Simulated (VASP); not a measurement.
Ta, 1 atom in the cell. The typed cell holds 1 atom: a = 2.880 Å, b = 2.857 Å, c = 2.904 Å, α = 109.11°, β = 110.62°, γ = 109.01°. 

- Program: VASP 6.6.1
- Task: single point
- Functional: PBE
- Potentials or basis: VASP PAW PBE potentials, release 64 (Ta_pv)
- Cutoff: 500 eV
- k mesh: 8 × 8 × 8
- Occupations: fermi-dirac, width 0.1 eV
- Spin: no spin polarisation
- Dipole correction: no
- Further INCAR settings: ALGO = Normal; EDIFF = 1e-06; NBANDS = 12

Potentials or basis: VASP PAW PBE potentials, release 64 (Ta_pv).

Run with:

```bash
$ cat potpaw_PBE.64/Ta_pv/POTCAR > POTCAR
$ mpirun -np 1 vasp_std > vasp.out
```

Hardware: 1 thread of Intel Xeon 8259CL, on a shared host.

Question: Estimate the wall time of this run.

Answer: It took 50 s on 1 thread of Intel Xeon 8259CL (shared host), peak memory 0.18 GiB. Counts: scf iterations 11, k points 260.
